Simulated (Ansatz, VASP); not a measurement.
## One calculation of AlN, two programs

The input POSCAR:

```
AlN
1.0
   -3.1066653462      0.0000000000      0.0000000000
    0.0000000000      0.0000000000     -4.9784048411
    0.0000000000     -5.3809022217      0.0000000000
Al N
4 4
Direct
    0.4758583588      0.9983070980      0.1666666667
   -0.0241416412      0.9983070980      0.6666666667
    0.0241416412      0.4983070980      0.3333333333
    0.5241416412      0.4983070980      0.8333333333
    0.5211942407      0.6166929020      0.1666666667
    0.0211942407      0.6166929020      0.6666666667
   -0.0211942407      0.1166929020      0.3333333333
    0.4788057593      0.1166929020      0.8333333333
```

File INCAR.step1:

```
SYSTEM = AlN
ALGO = Normal
EDIFF = 1E-4
ENCUT = 520
GGA = PE
ISMEAR = 0
LASPH = .TRUE.
LCHARG = .FALSE.
LREAL = .FALSE.
LWAVE = .TRUE.
NBANDS = 26
NELM = 80
PREC = Accurate
SIGMA = 0.05
```

The input INCAR.step2:

```
SYSTEM = AlN
ALGO = Normal
EDIFF = 1E-6
ENCUT = 520
ISIF = 2
ISMEAR = 0
ISTART = 1
LASPH = .TRUE.
LCHARG = .FALSE.
LMIXTAU = .TRUE.
LREAL = .FALSE.
LWAVE = .FALSE.
METAGGA = R2SCAN
NBANDS = 26
NELM = 80
PREC = Accurate
SIGMA = 0.05
```

KPOINTS

```
k-points
0
G
  8 6 4
  0 0 0
```

Input for Ansatz:

```yaml
crystal:
  lattice:
    - [-3.1066653462, 0.0, 0.0]
    - [0.0, 0.0, -4.9784048411]
    - [0.0, -5.3809022217, 0.0]
  atoms:
    - { symbol: Al, position: [0.4758583588, 0.998307098, 0.1666666667] }
    - { symbol: Al, position: [-0.0241416412, 0.998307098, 0.6666666667] }
    - { symbol: Al, position: [0.0241416412, 0.498307098, 0.3333333333] }
    - { symbol: Al, position: [0.5241416412, 0.498307098, 0.8333333333] }
    - { symbol: "N", position: [0.5211942407, 0.616692902, 0.1666666667] }
    - { symbol: "N", position: [0.0211942407, 0.616692902, 0.6666666667] }
    - { symbol: "N", position: [-0.0211942407, 0.116692902, 0.3333333333] }
    - { symbol: "N", position: [0.4788057593, 0.116692902, 0.8333333333] }
basis:
  ecutwfc: 500
kpoints:
  mp_grid: { grid: [8, 6, 4] }
hamiltonian:
  xc: r2scan
scf:
  occupations: { method: gaussian, width: 0.05 }
output:
  forces: true
  stress: true
  eigenvalues: true
```

Change from the starting cell: mode 5 (249.4 1/cm) frozen in, largest displacement +0.075 Å.

Alike in both runs: task single point; functional r2SCAN; k mesh 8 × 6 × 4; occupations gaussian, width 0.05 eV; no spin polarisation.

|  | VASP | Ansatz |
| --- | --- | --- |
| version | VASP 6.6.1 | Ansatz 0.2.0 |
| potentials or method | VASP PAW PBE potentials, release 64 (Al, N), cutoff 520 eV | scalar-relativistic, plane waves, PAW |
| valence electrons in the cell | 32 | 32 |

|  | VASP | Ansatz | Ansatz less VASP |
| --- | --- | --- | --- |
| gap on the k mesh at the Fermi level (eV) | 4.85 | 4.81 | -0.039 |
| least direct gap on the mesh (eV) | 4.85 | 4.81 | -0.039 |
| pressure (GPa) | -0.5 | -0.1 | +0.41 |
| traceless stress, the component that is largest in VASP (GPa) | -0.40 | -0.40 | -0.001 |
| rms of the force components (eV/Å) | 0.210 | 0.209 | -0.0011 |

VASP's potentials were made for PBE, not for r2SCAN. Atom by atom the forces differ by 0.001 eV/Å (rms over components).
